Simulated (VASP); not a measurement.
Mg3Sb2:

```
Mg Sb
1.0
     4.58200    0.00000    0.00000
    -2.29100    3.96813    0.00000
     0.00000    0.00000    7.24400
Mg Sb
3 2
Direct
  0.33333 0.66667 0.63000
  0.66667 0.33333 0.37000
  0.00000 0.00000 0.00000
  0.33333 0.66667 0.23500
  0.66667 0.33333 0.76500
```

- Program: VASP 6.6.1
- Task: relaxation of cell and atoms
- Functional: PBE
- Potentials or basis: VASP PAW PBE potentials, release 64 (Mg, Sb)
- Cutoff: 600 eV
- k mesh: 9 × 9 × 6
- Occupations: gaussian, width 0.01 eV
- Spin: no spin polarisation

At the start: pressure 1.0 GPa; volume 26.34 Å³/atom.

How do energy, volume and symmetry change on relaxing?

Over 9 steps the energy falls by 7.9 meV/atom and the volume is 26.61 Å³/atom (+1.0 %); space group P-3m1 (No. 164, to 0.05 Å).

The path:
```csv
step,energy change (eV),largest force (eV/Å),pressure (GPa),volume (Å³)
1,0.0000,0.4969,0.96,131.71
2,-0.0267,0.2431,-0.25,134.73
3,-0.0276,0.1922,-0.50,135.41
4,-0.0348,0.1242,-0.24,134.31
5,-0.0381,0.0345,0.12,132.89
6,-0.0394,0.0134,0.01,133.09
7,-0.0395,0.0132,-0.04,133.17
8,-0.0395,0.0121,-0.03,133.16
9,-0.0395,0.0045,0.02,133.03
```

Final structure:
```cif
data_structure
_symmetry_space_group_name_H-M 'P 1'
_symmetry_Int_Tables_number 1
_cell_length_a 4.5956
_cell_length_b 4.5956
_cell_length_c 7.2732
_cell_angle_alpha 90.000
_cell_angle_beta 90.000
_cell_angle_gamma 120.000
_cell_volume 133.03
loop_
_atom_site_label
_atom_site_type_symbol
_atom_site_fract_x
_atom_site_fract_y
_atom_site_fract_z
_atom_site_occupancy
Mg1 Mg 0.33333 0.66667 0.63212 1
Mg2 Mg 0.66667 0.33333 0.36788 1
Mg3 Mg 0.00000 0.00000 0.00000 1
Sb1 Sb 0.33333 0.66667 0.22533 1
Sb2 Sb 0.66667 0.33333 0.77467 1
```
